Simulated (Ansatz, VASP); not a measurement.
## One calculation of P, two programs

INCAR

```
  PREC = Accurate
  ENCUT = 520
  EDIFF = 1E-7
  ISMEAR = 0
  SIGMA = 0.15
  LREAL = False
  LASPH = True
  NELM = 80
  ALGO = Fast
  ISIF = 2
  LWAVE = False
  LCHARG = True
  GGA = PS
  LELF = True
  LVHAR = True
  NBANDS = 12
```

KPOINTS

```
Automatic mesh
0
Gamma
  18 18 18
```

Contents of POSCAR:

```
P
1.0
   -1.6915100431      2.5151650373      1.8589441358
    1.6915100431     -2.5151650373      1.8589441358
    1.6915100431      2.5151650373     -1.8589441358
P
2
Direct
    0.8840000770      0.1340000770      0.7500000000
    0.1966908900      0.9466908900      0.2500000000
```

Input for Ansatz:

```yaml
crystal:
  lattice:
    - [-1.6915100431, 2.5151650373, 1.8589441358]
    - [1.6915100431, -2.5151650373, 1.8589441358]
    - [1.6915100431, 2.5151650373, -1.8589441358]
  atoms:
    - { symbol: P, position: [0.884000077, 0.134000077, 0.75] }
    - { symbol: P, position: [0.19669089, 0.94669089, 0.25] }
basis:
  ecutwfc: 420
kpoints:
  mp_grid: { grid: [18, 18, 18] }
hamiltonian:
  xc: pbesol
scf:
  occupations: { method: gaussian, width: 0.15 }
output:
  forces: true
  stress: true
  eigenvalues: true
```

Alike in both runs: task single point; functional PBEsol; k mesh 18 × 18 × 18; occupations gaussian, width 0.15 eV; no spin polarisation.

```csv
,VASP,Ansatz
version,VASP 6.6.1,Ansatz 0.2.0
potentials or method,"VASP PAW PBE potentials, release 64 (P), cutoff 520 eV","scalar-relativistic, plane waves, PAW"
valence electrons in the cell,10,10
```

VASP gave:

| Property | Result |
| --- | --- |
| gap on the k mesh at the Fermi level (eV) | none |
| pressure (GPa) | 12.1 |
| traceless stress, the component that is largest in VASP (GPa) | -14.49 |
| rms of the force components (eV/Å) | 2.292 |

Question: Estimate Ansatz's values.

Answer: gap on the k mesh at the Fermi level (eV): none; pressure (GPa): 12.2; traceless stress, the component that is largest in VASP (GPa): -14.86; rms of the force components (eV/Å): 2.313.

VASP's potentials were made for PBE, not for PBEsol. Atom by atom the forces differ by 0.021 eV/Å (rms over components). A gap of «none» marks a metal or a gap that the smearing closes.
